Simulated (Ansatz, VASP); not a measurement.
# Two plane-wave programs on B2Ru3

```
CELL_PARAMETERS angstrom
3.80027 0.00000 0.00000
0.00000 3.80027 0.00000
0.00000 0.00000 3.74234
ATOMIC_POSITIONS crystal
B 0.50000 0.50000 0.25308
B 0.50000 0.50000 0.74692
Ru 0.00000 0.00000 0.00000
Ru 0.00000 0.50000 0.00000
Ru 0.50000 0.00000 0.00000
```

Alike in both runs: task single point; functional PBE; k mesh 4 × 4 × 4; occupations gaussian, width 0.1 eV; no spin polarisation.

|  | VASP | Ansatz |
| --- | --- | --- |
| version | VASP 6.6.1 | Ansatz 0.2.0 |
| potentials or method | VASP PAW PBE potentials, release 64 (B, Ru_pv), cutoff 520 eV | scalar-relativistic, plane waves, PAW |
| valence electrons in the cell | 48 | 54 |

VASP gave:

- gap on the k mesh at the Fermi level (eV): none
- rms of the force components (eV/Å): 1.082

Which values does Ansatz return?

gap on the k mesh at the Fermi level (eV): none; rms of the force components (eV/Å): 1.091.

Atom by atom the forces differ by 0.009 eV/Å (rms over components). A gap of «none» marks a metal or a gap that the smearing closes. VASP's potentials hold 48 valence electrons a cell and Ansatz's 54, so a difference there can come from the potentials and not from the codes.

The k mesh is coarse, so the values compare programs but aren't converged.
